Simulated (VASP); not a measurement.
# ScAlH6 in VASP: notebook

ScAlH6 is run at these levels: PBEsol, r2SCAN+rVV10; tasks: single point.

Everything below comes from runs of VASP 6.6.1. Logs are shortened: lines on timing, memory, paths and dates and some standing lists are left out, and cuts for length are marked.

## 1. The cell of the first run

The typed cell holds 8 atoms: a = 5.062 Å, b = 3.865 Å, c = 3.865 Å, α = 81.83°, β = 77.47°, γ = 49.09°.

## 2. Single point, PBEsol

INCAR reads:

```
SYSTEM = ScAlH6
PREC = Accurate
ENCUT = 520
EDIFF = 1E-6
ISMEAR = -1
SIGMA = 0.03
LREAL = .FALSE.
LASPH = .TRUE.
NELM = 60
ALGO = Normal
ISIF = 2
LWAVE = .FALSE.
LCHARG = .TRUE.
GGA = PS
LELF = .TRUE.
LVHAR = .TRUE.
NBANDS = 20
```

KPOINTS reads:

```
Automatic mesh
0
G
  6 6 6
  0 0 0
```

POSCAR reads:

```
ScAlH6
1.0
    5.0413772779      0.1223085498      0.4379544931
    2.5163698530      2.8881209824     -0.5172391297
    0.4962976986      0.9671076767      3.7092460664
Sc Al H
1 1 6
Direct
    0.0000000000      0.0000000000      0.0000000000
    0.5000000000      0.0000000000      0.5000000000
    0.8797609466      0.5707396830      0.2305273605
    0.1202390534      0.4292603170      0.7694726395
    0.5495700605      0.6809226382      0.8797346179
    0.4504299395      0.3190773618      0.1202653821
    0.2305582811     -0.1103620610      0.4503671559
    0.7694417189      1.1103620610      0.5496328441
```

Potentials or basis: VASP PAW PBE potentials, release 64 (Sc_sv, Al, H).

On the command line:

```sh
> cat potpaw_PBE.64/Sc_sv/POTCAR potpaw_PBE.64/Al/POTCAR potpaw_PBE.64/H/POTCAR > POTCAR
> mpirun -np 1 vasp_std > vasp.out
```

OUTCAR:

```text
SYSTEM = ScAlH6
   PREC = Accurate
   ENCUT = 520
   EDIFF = 1E-6
   ISMEAR = -1
   LREAL = .FALSE.
   LASPH = .TRUE.
   NELM = 60
   ISIF = 2
   GGA = PS

 ion  position               nearest neighbor table
   1  0.000  0.000  0.000-   5 2.14   6 2.14   4 2.14   3 2.14   8 2.14   7 2.14   8 2.14   7 2.14
                             6 2.14   5 2.14   3 2.14   4 2.14   2 2.83   2 2.83
   2  0.500  0.000  0.500-   7 1.73   8 1.73   3 1.73   4 1.73   5 1.73   6 1.73   1 2.83   1 2.83

   3  0.880  0.571  0.231-   2 1.73   1 2.14   1 2.14
   4  0.120  0.429  0.769-   2 1.73   1 2.14   1 2.14
   5  0.550  0.681  0.880-   2 1.73   1 2.14   1 2.14
   6  0.450  0.319  0.120-   2 1.73   1 2.14   1 2.14
   7  0.231  0.890  0.450-   2 1.73   1 2.14   1 2.14
   8  0.769  0.110  0.550-   2 1.73   1 2.14   1 2.14

  Warning from LATTYP: Got some problem with cell dimensions!
  Tried to take original basis but could not verify dimensions!
  LATTYP: Found a triclinic cell.
 ALAT       =     5.0630189356
 B/A-ratio  =     0.7634467928
 C/A-ratio  =     1.1537159909
 COS(alpha) =     0.0002119948
 COS(beta)  =     0.5770593911
 COS(gamma) =     0.6549444499

  Lattice vectors:

 A1 = (  -2.0200721544,  -1.9210133057,   4.2264851961)
 A2 = (  -2.5163698530,  -2.8881209824,   0.5172391297)
 A3 = (   3.0213051235,  -1.7987047559,   4.6644396892)

Analysis of symmetry for initial positions (statically):
=====================================================================
 Subroutine PRICEL returns:
 Original cell was already a primitive cell.

 Routine SETGRP: Setting up the symmetry group for a
 triclinic supercell.

 Subroutine GETGRP returns: Found  2 space group operations
 (whereof  2 operations were pure point group operations)
 out of a pool of  2 trial point group operations.

The static configuration has the point symmetry S_2 .

Analysis of symmetry for dynamics (positions and initial velocities):
=====================================================================
 Subroutine PRICEL returns:
 Original cell was already a primitive cell.

 Routine SETGRP: Setting up the symmetry group for a
 triclinic supercell.

 Subroutine GETGRP returns: Found  2 space group operations
 (whereof  2 operations were pure point group operations)
 out of a pool of  2 trial point group operations.

The dynamic configuration has the point symmetry S_2 .

 Subroutine INISYM returns: Found  2 space group operations
 (whereof  2 operations are pure point group operations),
 and found     1 'primitive' translations

----------------------------------------------------------------------------------------

                                     Primitive cell

  volume of cell :      55.7939

  direct lattice vectors                    reciprocal lattice vectors
     5.041377278  0.122308550  0.437954493     0.200971382 -0.171892258  0.017927279
     2.516369853  2.888120982 -0.517239130    -0.000539904  0.331261174 -0.086297125
     0.496297699  0.967107677  3.709246066    -0.023804185  0.066488506  0.255446094

  length of vectors
     5.061842390  3.865345568  3.865244500     0.265061941  0.342317763  0.265028427

  position of ions in fractional coordinates (direct lattice)
     0.000000000  0.000000000  0.000000000
     0.500000000  1.000000000  0.500000000
     0.879760947  0.570739683  0.230527360
     0.120239053  0.429260317  0.769472640
     0.549570061  0.680922638  0.879734618
     0.450429939  0.319077362  0.120265382
     0.230558281  0.889637939  0.450367156
     0.769441719  0.110362061  0.549632844

  ion indices of the primitive-cell ions
   primitive index   ion index
                 1           1
                 2           2
                 3           3
                 4           4
                 5           5
                 6           6
                 7           7
                 8           8

----------------------------------------------------------------------------------------

 KPOINTS: Automatic mesh

Automatic generation of k-mesh.
 Grid dimensions read from file:
 generate k-points for:    6    6    6

 Generating k-lattice:

  Cartesian coordinates                     Fractional coordinates (reciprocal lattice)
     0.033495230 -0.028648710  0.002987880     0.166666667  0.000000000  0.000000000
    -0.000089984  0.055210196 -0.014382854    -0.000000000  0.166666667 -0.000000000
    -0.003967364  0.011081418  0.042574349     0.000000000 -0.000000000  0.166666667

  Length of vectors
     0.044176990  0.057052961  0.044171405

  Shift w.r.t. Gamma in fractional coordinates (k-lattice)
     0.000000000  0.000000000  0.000000000

 Subroutine IBZKPT returns following result:
 ===========================================

 Found    112 irreducible k-points:

 Following reciprocal coordinates:
            Coordinates               Weight
  0.000000  0.000000  0.000000      1.000000
  0.166667 -0.000000 -0.000000      2.000000
  0.333333 -0.000000 -0.000000      2.000000
  0.500000  0.000000  0.000000      1.000000
  0.000000  0.166667  0.000000      2.000000
  0.166667  0.166667  0.000000      2.000000
[... 16 lines left out ...]
  0.333333 -0.000000  0.166667      2.000000
  0.500000  0.000000  0.166667      2.000000
 [... further k-points ...]
   k-points           NKPTS =    112   k-points in BZ     NKDIM =    112   number of bands    NBANDS=     20
   number of dos      NEDOS =    301   number of ions     NIONS =      8
   total plane-waves  NPLWV =  36000
   dimension x,y,z NGX =    40 NGY =   30 NGZ =   30
   dimension x,y,z NGXF=    80 NGYF=   60 NGZF=   60
   ions per type =               1   1   6
   NGX,Y,Z   is equivalent  to a cutoff of  13.14, 12.90, 12.90 a.u.
   NGXF,Y,Z  is equivalent  to a cutoff of  26.27, 25.81, 25.81 a.u.
 SYSTEM =  ScAlH6
   PREC   = accura    normal or accurate (medium, high low for compatibility)
   ISTART =      0    job   : 0-new  1-cont  2-samecut
   ICHARG =      2    charge: 1-file 2-atom 10-const
   ISPIN  =      1    spin polarized calculation?
   LNONCOLLINEAR =      F non collinear calculations
   LSORBIT =      F    spin-orbit coupling
   LASPH  =      T    aspherical Exc in radial PAW
   ENCUT  =  520.0 eV  38.22 Ry    6.18 a.u.   9.41  7.19  7.19*2*pi/ulx,y,z
   NELM   =     60;   NELMIN=  2; NELMDL= -5     # of ELM steps
   EDIFF  = 0.1E-05   stopping-criterion for ELM
   LREAL  =      F    real-space projection
   EDIFFG = 0.1E-04   stopping-criterion for IOM
   NSW    =      0    number of steps for IOM
   IBRION =     -1    ionic relax: 0-MD 1-quasi-New 2-CG
   NFREE  =      0    steps in history (QN), initial steepest desc. (CG)
   ISIF   =      2    stress and relaxation
   ISYM   =      2    0-nonsym 1-usesym 2-fastsym
   POTIM  = 0.5000    time-step for ionic-motion
   TEBEG  =    0.0;   TEEND  =   0.0 temperature during run
   PSTRESS=    0.0 pullay stress
   NELECT =      20.0000    total number of electrons
   NUPDOWN=      -1.0000    fix difference up-down
   EMIN   =  10.00;   EMAX   =-10.00  energy-range for DOS
   EFERMI =   0.00;   METHOD = LEGACY
   ISMEAR =    -1;   SIGMA  =   0.03  broadening in eV -4-tet -1-fermi 0-gaus
   EFERMI_NEDOS =   21; number of points for ismear=-14 and -15
   IALGO  =     38    algorithm
   IMIX   =      4    mixing-type and parameters
     AMIX     =   0.40;   BMIX     =  1.00
     AMIX_MAG =   1.60;   BMIX_MAG =  1.00
  volume/ion in A,a.u.               =       6.97        47.06
  Fermi-wavevector in a.u.,A,eV,Ry     =   1.162936  2.197631 18.400802  1.352421
  Thomas-Fermi vector in A             =   2.299492
   LORBIT       =      0    0 simple, 1 ext, 2 COOP (PROOUT), +10 PAW based schemes
   GGA     = PS    functional components
   LHFCALC =     F    Hartree Fock is set to
   AEXX    =    0.0000 exact exchange contribution
   IVDW    =     0    specifies the selected vdW correction
   LEPSILON=     F    determine dielectric tensor
   LRPA    =     F    only Hartree local field effects (RPA)
 non-spin polarized calculation
  energy-cutoff  :      520.00
  volume of cell :       55.79
 maximum number of plane-waves:      1517
 NGX is ok and might be reduce to    40
   NGX = 19   NGY = 15   NGZ = 15

 number of electron      20.0000005 magnetization

 Free energy of the ion-electron system (eV)
  ---------------------------------------------------
  ext. energy  EPLUGINS =         0.00000000
  ---------------------------------------------------
  free energy    TOTEN  =       -31.98632718 eV

  energy without entropy =      -31.98632718  energy(sigma->0) =      -31.98632718

 E-fermi :   4.3095     XC(G=0): -10.4628

 val. band max:        3.6930961018   @ k =   0.5000   0.5000   0.0000
 cond. band min:       4.9053043010   @ k =   0.5000   0.0000   0.5000
 fundamental gap:      1.2122081992
 Fermi energy:         4.3094974561

 k-point     1 :       0.0000    0.0000    0.0000
  band No.  band energies     occupation
      1     -45.4284      2.00000
      2     -24.1560      2.00000
      3     -24.1212      2.00000
      4     -24.1210      2.00000
      5      -6.7629      2.00000
      6       0.0452      2.00000
[... 12 lines left out ...]
     19      12.0843      0.00000
     20      12.4362      0.00000

 k-point     2 :       0.1667   -0.0000   -0.0000
  band No.  band energies     occupation
      1     -45.4276      2.00000
      2     -24.1611      2.00000
      3     -24.1300      2.00000
      4     -24.1203      2.00000
      5      -6.4710      2.00000
      6      -0.8666      2.00000
[... 12 lines left out ...]
     19      12.4619      0.00000
     20      13.1193      0.00000
[... 465 lines left out ...]
      3     -24.1459      2.00000
      4     -24.1227      2.00000
      5      -5.5569      2.00000
      6      -2.0445      2.00000
[... 12 lines left out ...]
     19      12.3606      0.00000
     20      12.9967      0.00000

 k-point    24 :       0.5000    0.0000    0.1667
  band No.  band energies     occupation
      1     -45.4246      2.00000
      2     -24.1945      2.00000
      3     -24.1464      2.00000
      4     -24.1219      2.00000
      5      -4.4723      2.00000
      6      -3.5773      2.00000
[... 12 lines left out ...]
     19      12.5464      0.00000
     20      13.7296      0.00000

 [... further k-points ...]
[... 5 lines left out ...]
  --------------------------------------------------------------------------------------
  -------------------------------------------------------------------------------------
  Total        0.0236522     -0.0043925      0.0071968     -0.0045233      0.0015161     -0.0084416
  in kB        0.6791964     -0.1261340      0.2066636     -0.1298915      0.0435361     -0.2424100
  external PRESSURE =       0.2532420 kB  Pullay stress =       0.0000000 kB

 VOLUME and BASIS-vectors are now :
 -----------------------------------------------------------------------------
  energy-cutoff  :      520.00
  volume of cell :       55.79
      direct lattice vectors                 reciprocal lattice vectors
     5.041377278  0.122308550  0.437954493     0.200971382 -0.171892258  0.017927279
     2.516369853  2.888120982 -0.517239130    -0.000539904  0.331261174 -0.086297125
     0.496297699  0.967107677  3.709246066    -0.023804185  0.066488506  0.255446094

 POSITION                                       TOTAL-FORCE (eV/Angst)
 -----------------------------------------------------------------------------------
      0.00000      0.00000      0.00000        -0.000000     -0.000000      0.000000
      2.76884      0.54471      2.07360        -0.000000     -0.000000      0.000000
      5.98581      1.97891      0.94517        -0.002392      0.000798      0.004104
      2.06824      1.99862      2.68479         0.002392     -0.000798     -0.004104
      4.92065      2.88460      3.15164         0.004214      0.001559     -0.002222
      3.13339      1.09294      0.47832        -0.004214     -0.001559      0.002222
      3.62451      3.03313      1.31134         0.003983     -0.001433     -0.000719
      4.42954      0.94440      2.31862        -0.003983      0.001433      0.000719
 -----------------------------------------------------------------------------------
    total drift:                               -0.000000     -0.000000      0.000000

  FREE ENERGIE OF THE ION-ELECTRON SYSTEM (eV)
  ---------------------------------------------------
  free  energy   TOTEN  =       -31.9863271778 eV

  energy  without entropy=      -31.9863271777  energy(sigma->0) =      -31.98632718
```

Run time: 1.7 min. Hardware: 1 thread of Intel Xeon Platinum 8488C (Sapphire Rapids), shared host; peak memory 0.25 GiB.

Results:

```yaml
Free_energy: -31.9863 eV
Pressure: 0.0 GPa
Largest_force: 0.005 eV/Å
Band_gap_on_the_k_mesh: 1.21 eV (least direct gap 1.61 eV)
```

Forces on the atoms (eV/Å):
```
Sc   0.000  0.000  0.000
Al   0.000  0.000  0.000
H   -0.002  0.001  0.004
H    0.002 -0.001 -0.004
H    0.004  0.002 -0.002
H   -0.004 -0.002  0.002
H    0.004 -0.001 -0.001
H   -0.004  0.001  0.001
```

Levels at points of the mesh, in eV from the valence-band top:
| k point | band 8 | band 9 | band 10 | band 11 | band 12 | band 13 |
| --- | --- | --- | --- | --- | --- | --- |
| (0.00, 0.00, 0.00) | -2.50 | -1.56 | -1.56 | 1.21 | 2.22 | 2.22 |
| (0.50, 0.00, 0.00) | -2.67 | -0.93 | 0.00 | 1.61 | 2.13 | 2.91 |
| (0.00, 0.50, 0.00) | -4.64 | -1.25 | -0.94 | 1.21 | 2.82 | 3.02 |
| (0.50, 0.50, 0.00) | -2.67 | -0.93 | 0.00 | 1.61 | 2.13 | 2.91 |
| (0.00, 0.00, 0.50) | -2.67 | -0.93 | 0.00 | 1.61 | 2.13 | 2.90 |
| (0.50, 0.00, 0.50) | -4.64 | -1.25 | -0.95 | 1.21 | 2.82 | 3.02 |
| (0.00, 0.50, 0.50) | -4.57 | -4.24 | -4.24 | 2.65 | 2.84 | 2.84 |
| (0.50, 0.50, 0.50) | -4.64 | -1.25 | -0.94 | 1.21 | 2.82 | 3.02 |

Caveat: the PAW data sets were made with another functional, which shifts forces and pressure a little. A k mesh can miss the band edges.

## 3. Single point, PBEsol

This run uses another cell than the first one, of 7.00 Å³/atom.

INCAR reads:

```
PREC = Accurate ; ENCUT = 520
EDIFF = 1E-6 ; ISMEAR = -1
SIGMA = 0.05 ; LREAL = False
LASPH = True ; NELM = 100
ALGO = Normal ; ISIF = 2
LWAVE = False ; LCHARG = True
GGA = PS ; LELF = True
LVHAR = True ; NBANDS = 20
```

KPOINTS reads:

```
regular mesh
0
Gamma
  6 6 6
```

POSCAR reads:

```
ScAlH6
1.0
    5.0415200071      0.1163013435      0.4505099793
    2.5114713981      2.8853934437     -0.5144618641
    0.5031943072      0.9657636688      3.7247732289
Sc Al H
1 1 6
Direct
    0.0241036532     -0.0366705253      0.0233606496
    0.5077740382     -0.0196860271      0.5074723435
    0.8882925764      0.5471300683      0.2408353464
    0.1290733967      0.4060542012      0.7795774970
    0.5559638084      0.6609137216      0.8864714856
    0.4573175002      0.2969193631      0.1284273532
    0.2439781638     -0.1367638951      0.4545453262
    0.7818347387      1.0859506554      0.5512965399
```

Potentials or basis: VASP PAW PBE potentials, release 64 (Sc_sv, Al, H).

On the command line:

```sh
> cat potpaw_PBE.64/Sc_sv/POTCAR potpaw_PBE.64/Al/POTCAR potpaw_PBE.64/H/POTCAR > POTCAR
> mpirun -np 1 vasp_std > vasp.out
```

Wall time 98 s (1 thread of Intel Xeon Platinum 8488C (Sapphire Rapids), shared host); peak memory 0.26 GiB.

Results (log left out):

```
Free energy            : -31.9870 eV
Pressure               : 0.0 GPa
Largest force          : 0.006 eV/Å
Band gap on the k mesh : 1.24 eV (least direct gap 1.63 eV)
```

Forces on the atoms (eV/Å):
```
Sc  -0.002  0.001 -0.002
Al   0.000  0.001 -0.001
H   -0.003  0.002  0.003
H    0.002 -0.001 -0.004
H    0.005 -0.001 -0.003
H   -0.003 -0.002  0.003
H    0.005 -0.001  0.001
H   -0.004  0.002  0.003
```

Levels at points of the mesh, in eV from the valence-band top:
| k point | band 6 | band 7 | band 8 | band 9 | band 10 | band 11 | band 12 | band 13 | band 14 | band 15 |
| --- | --- | --- | --- | --- | --- | --- | --- | --- | --- | --- |
| (0.00, 0.00, 0.00) | -3.63 | -3.62 | -2.51 | -1.62 | -1.55 | 1.25 | 2.22 | 2.23 | 5.03 | 5.20 |
| (0.50, 0.00, 0.00) | -7.61 | -3.79 | -2.69 | -1.00 | -0.03 | 1.66 | 2.15 | 2.92 | 3.94 | 4.28 |
| (0.00, 0.50, 0.00) | -6.20 | -5.31 | -4.61 | -1.30 | -1.03 | 1.28 | 2.83 | 3.03 | 3.76 | 4.96 |
| (0.50, 0.50, 0.00) | -7.60 | -3.81 | -2.69 | -0.98 | -0.07 | 1.64 | 2.19 | 2.93 | 3.90 | 4.19 |
| (0.00, 0.00, 0.50) | -7.62 | -3.81 | -2.66 | -0.94 | 0.00 | 1.63 | 2.16 | 2.91 | 3.74 | 4.32 |
| (0.50, 0.00, 0.50) | -6.22 | -5.32 | -4.62 | -1.24 | -0.93 | 1.24 | 2.82 | 3.00 | 3.77 | 5.04 |
| (0.00, 0.50, 0.50) | -4.96 | -4.57 | -4.55 | -4.23 | -4.22 | 2.62 | 2.86 | 2.90 | 3.85 | 4.38 |
| (0.50, 0.50, 0.50) | -6.21 | -5.33 | -4.59 | -1.26 | -1.04 | 1.29 | 2.82 | 3.02 | 3.76 | 5.08 |

Caveat: the PAW data sets were made with another functional, which shifts forces and pressure a little.

[end of part 1 of 2]
